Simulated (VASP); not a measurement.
# Au (Im-3m) in VASP: further runs, part 2 of 2

VASP 6.6.1. The steps go on from the part before.

## (6) Relaxation of cell and atoms, revPBE+D3(BJ)

File INCAR:

```
SYSTEM = Au
ALGO     = Normal         ! electronic algorithm
EDIFF    = 1E-7           ! SCF threshold, eV
EDIFFG   = -0.01          ! ionic threshold
ENCUT    = 600            ! plane-wave cutoff, eV
GGA      = RE             ! functional
IBRION   = 2              ! ionic algorithm
ISIF     = 3              ! what is computed and relaxed
ISMEAR   = -1             ! smearing method
IVDW     = 12             ! dispersion correction
LASPH    = .True.         ! aspherical terms in the spheres
LCHARG   = .False.        ! write CHGCAR
LREAL    = .False.        ! projectors in reciprocal space
LWAVE    = .False.        ! write WAVECAR
NELM     = 80             ! most SCF steps
NSW      = 60             ! ionic steps
PREC     = Accurate       ! precision mode
SIGMA    = 0.05           ! smearing width, eV
```

File KPOINTS:

```
k-points
0
Gamma
  11 11 11
  0 0 0
```

File POSCAR:

```
Au
1.0
   -1.6572690000      1.6572690000      1.6572690000
    1.6572690000     -1.6572690000      1.6572690000
    1.6572690000      1.6572690000     -1.6572690000
Au
1
Direct
    0.0000000000      0.0000000000      0.0000000000
```

Potentials or basis: VASP PAW PBE potentials, release 64 (Au).

Launch:

```bash
> cat potpaw_PBE.64/Au/POTCAR > POTCAR
> mpirun -np 1 vasp_std > vasp.out
```

OUTCAR:

```text
SYSTEM = Au
   EDIFF = 1E-7
   EDIFFG = -0.01
   ENCUT = 600
   GGA = RE
   IBRION = 2
   ISIF = 3
   ISMEAR = -1
   IVDW = 12
   LASPH = .True.
   LREAL = .False.
   NELM = 80
   NSW = 60
   PREC = Accurate
 IVDW          = 12

 ion  position               nearest neighbor table
   1  0.000  0.000  0.000-

  LATTYP: Found a body centered cubic cell.
 ALAT       =     3.3145380000

  Lattice vectors:

 A1 = (  -1.6572690000,   1.6572690000,   1.6572690000)
 A2 = (   1.6572690000,  -1.6572690000,   1.6572690000)
 A3 = (   1.6572690000,   1.6572690000,  -1.6572690000)

Analysis of symmetry for initial positions (statically):
=====================================================================
 Subroutine PRICEL returns:
 Original cell was already a primitive cell.

 Routine SETGRP: Setting up the symmetry group for a
 body centered cubic supercell.

 Subroutine GETGRP returns: Found 48 space group operations
 (whereof 48 operations were pure point group operations)
 out of a pool of 48 trial point group operations.

The static configuration has the point symmetry O_h .

Analysis of symmetry for dynamics (positions and initial velocities):
=====================================================================
 Subroutine PRICEL returns:
 Original cell was already a primitive cell.

 Routine SETGRP: Setting up the symmetry group for a
 body centered cubic supercell.

 Subroutine GETGRP returns: Found 48 space group operations
 (whereof 48 operations were pure point group operations)
 out of a pool of 48 trial point group operations.

The dynamic configuration has the point symmetry O_h .

 Subroutine INISYM returns: Found 48 space group operations
 (whereof 48 operations are pure point group operations),
 and found     1 'primitive' translations

----------------------------------------------------------------------------------------

                                     Primitive cell

  volume of cell :      18.2070
[... 100 lines left out ...]
   EMIN   =  10.00;   EMAX   =-10.00  energy-range for DOS
   EFERMI =   0.00;   METHOD = LEGACY
   ISMEAR =    -1;   SIGMA  =   0.05  broadening in eV -4-tet -1-fermi 0-gaus
   EFERMI_NEDOS =   21; number of points for ismear=-14 and -15
   IALGO  =     38    algorithm
   IMIX   =      4    mixing-type and parameters
     AMIX     =   0.40;   BMIX     =  1.00
     AMIX_MAG =   1.60;   BMIX_MAG =  1.00
  volume/ion in A,a.u.               =      18.21       122.87
  Fermi-wavevector in a.u.,A,eV,Ry     =   1.383968  2.615320 26.060157  1.915367
  Thomas-Fermi vector in A             =   2.508516
   LORBIT       =      0    0 simple, 1 ext, 2 COOP (PROOUT), +10 PAW based schemes
   GGA     = RE    functional components
   LHFCALC =     F    Hartree Fock is set to
   AEXX    =    0.0000 exact exchange contribution
   IVDW    =    12    specifies the selected vdW correction
   LEPSILON=     F    determine dielectric tensor
   LRPA    =     F    only Hartree local field effects (RPA)
 conjugate gradient relaxation of ions
 non-spin polarized calculation
  energy-cutoff  :      600.00
  volume of cell :       18.21
 maximum number of plane-waves:       621
   NGX = 11   NGY = 11   NGZ = 11

--------------------------------------- Ionic step        1  -------------------------------------------

 number of electron      10.9999998 magnetization

 Free energy of the ion-electron system (eV)
  ---------------------------------------------------
  ext. energy  EPLUGINS =         0.00000000
  ---------------------------------------------------
  free energy    TOTEN  =        -2.71376850 eV

  energy without entropy =       -2.70794631  energy(sigma->0) =       -2.71085741

------------------------ aborting loop because EDIFF is reached ----------------------------------------

 Edisp (eV)   -1.17520

 E8    (eV) :    -0.8329
[... 30 lines left out ...]
--------------------------------------- Ionic step        2  -------------------------------------------

 number of electron      11.0000001 magnetization

 E-fermi :  10.9096     XC(G=0): -13.1840

 val. band max:       10.9060477586   @ k =  -0.3636   0.3636   0.2727
 cond. band min:      10.9534225413   @ k =  -0.3636   0.4545   0.0909
 fundamental gap:      0.0473747828
 Fermi energy:        10.9095814214

 k-point     1 :       0.0000    0.0000    0.0000
  band No.  band energies     occupation
      1       0.2804      2.00000
      2       5.6674      2.00000
      3       5.6674      2.00000
      4       5.6674      2.00000
      5       7.8758      2.00000
      6       7.8758      2.00000
      7      27.5249      0.00000
      8      27.5249      0.00000
      9      27.5249      0.00000
[... 353 lines left out ...]
--------------------------------------- Ionic step        4  -------------------------------------------

 number of electron      11.0000001 magnetization

 Free energy of the ion-electron system (eV)
  ---------------------------------------------------
  ext. energy  EPLUGINS =         0.00000000
  ---------------------------------------------------
  free energy    TOTEN  =        -2.66438773 eV

  energy without entropy =       -2.65868222  energy(sigma->0) =       -2.66153498

 E-fermi :   9.4485     XC(G=0): -12.6645

 val. band max:        9.4218906524   @ k =  -0.4545   0.4545   0.0909
 cond. band min:       9.4513291165   @ k =  -0.3636   0.3636   0.2727
 fundamental gap:      0.0294384641
 Fermi energy:         9.4484522666

 k-point     1 :       0.0000    0.0000    0.0000
  band No.  band energies     occupation
      1      -0.2622      2.00000
      2       4.6961      2.00000
      3       4.6961      2.00000
      4       4.6961      2.00000
      5       6.6258      2.00000
      6       6.6258      2.00000
      7      26.0858      0.00000
      8      26.0858      0.00000
      9      26.0858      0.00000
[... 308 lines left out ...]
  FREE ENERGIE OF THE ION-ELECTRON SYSTEM (eV)
  ---------------------------------------------------
  free  energy   TOTEN  =        -3.9249155819 eV

  energy  without entropy=       -3.9192100678  energy(sigma->0) =       -3.92206282

 reached required accuracy - stopping structural energy minimisation
```

CONTCAR:

```text
Au
   1.00000000000000
    -1.6204758766981227    1.6204758766981227    1.6204758766981227
     1.6204758766981227   -1.6204758766981227    1.6204758766981227
     1.6204758766981227    1.6204758766981227   -1.6204758766981227
  Au
     1
Direct
     0.0000000000000000    0.0000000000000000    1.0000000000000000

  0.00000000E+00  0.00000000E+00  0.00000000E+00
```

Wall time 17 s (1 thread of Intel Xeon 6975P-C, shared host); peak memory 0.16 GiB.

What came out:

```
Free energy                            : -3.9249 eV
Relaxed volume                         : 17.02 Å³/atom
Relaxed cell                           : a = 2.807 Å, b = 2.807 Å, c = 2.807 Å, α = 109.47°, β = 109.47°, γ = 109.47°
Space group after relaxing (to 0.05 Å) : Im-3m (No. 229)
Energy gained by relaxing              : 35.9 meV/atom
Ionic steps                            : 4
Pressure after relaxing                : 0.0 GPa
Dispersion energy per atom             : -1.261 eV
```

Step by step:
```csv
step,energy change (eV),largest force (eV/Å),pressure (GPa),volume (Å³)
1,0.0000,0.0000,-8.99,18.21
2,0.0334,0.0000,17.84,15.64
3,-0.0359,0.0000,-0.20,17.04
4,-0.0359,0.0000,0.02,17.02
```

Final structure:
```yaml
crystal:
  lattice:
    - [-1.62048, 1.62048, 1.62048]
    - [1.62048, -1.62048, 1.62048]
    - [1.62048, 1.62048, -1.62048]
  atoms:
    - { symbol: Au, position: [0.00000, 0.00000, 0.00000] }
```

Levels at points of the mesh, in eV from the Fermi level:
| k point | band 1 | band 2 | band 3 | band 4 | band 5 | band 6 | band 7 | band 8 | band 9 |
| --- | --- | --- | --- | --- | --- | --- | --- | --- | --- |
| (0.00, 0.00, 0.00) | -9.71 | -4.75 | -4.75 | -4.75 | -2.82 | -2.82 | 16.64 | 16.64 | 16.64 |

Caveat: the PAW data sets were made with another functional, which shifts forces and pressure a little; spin-orbit coupling is left out, which moves the levels of the heavy elements; pairwise dispersion overbinds metals, which lowers pressure and volume.

## (7) Summary

| level | gap on the mesh (eV) | pressure (GPa) | relaxed volume (Å³/atom) |
| --- | --- | --- | --- |
| PBEsol+D3(BJ) | none | 0.0 | 16.49 |
| PBEsol+D4 | none | 0.0 | 16.73 |
| RPBE+D3(BJ) | none | 0.0 | 14.95 |
| RPBE+D4 | none | 0.1 | 17.27 |
| revPBE+D3(BJ) | none | 0.0 | 17.02 |

Alike in all rows: task relaxation of cell and atoms; potentials or basis VASP PAW PBE potentials, release 64 (Au); no spin polarisation; cell relaxed; k mesh 11 × 11 × 11; cutoff (eV) 600; smearing fermi-dirac 0.05 eV.

Caveats: the PAW data sets were made with another functional, which shifts forces and pressure a little; spin-orbit coupling is left out, which moves the levels of the heavy elements; pairwise dispersion overbinds metals, which lowers pressure and volume; the volume moved by over 15 % at a fixed basis, so the end points are rough (some runs).

Absolute energies hang on the potentials; compare differences alone.
